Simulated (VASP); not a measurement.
Ni:

```
Ni
1.0
     2.44802    0.00000    0.00000
    -1.22401    2.12005    0.00000
     0.00000    0.00000    4.07281
Ni
2
Direct
  0.66667 0.33333 0.75000
  0.33333 0.66667 0.25000
```

This isn't the form of Ni at room conditions, which is fcc.

Base run:

* Program: VASP 6.6.1
* Functional: PBE
* Potentials or basis: VASP PAW PBE potentials, release 64 (Ni)
* Cutoff: 520 eV
* k mesh: 12 × 12 × 7
* Occupations: gaussian, width 0.1 eV
* Spin: collinear spin, ferromagnetic start
* Starting moments: [1.0, 1.0] μB

Its results: pressure 7.0 GPa; net moment 1.27 μB per cell; site moments Ni +0.65 μB.

**Question.** After a change of settings the same cell gave: pressure -0.2 GPa; net moment 1.42 μB per cell; site moments Ni +0.73 μB. Which change was it?
A. occupations from gaussian, width 0.1 eV to gaussian, width 0.028 eV; further incar settings from ALGO = Normal; EDIFF = 1e-07; NBANDS = 21 to ALGO = Normal; EDIFF = 1e-06; NBANDS = 21
B. functional from PBE to r2SCAN; occupations from gaussian, width 0.1 eV to fermi-dirac, width 0.05 eV
C. occupations from gaussian, width 0.1 eV to gaussian, width 0.027 eV

**Answer.** B.

Caveats: the cell stands under pressure (at least some runs); the PAW data sets were made with another functional, which shifts forces and pressure a little (at least some runs).
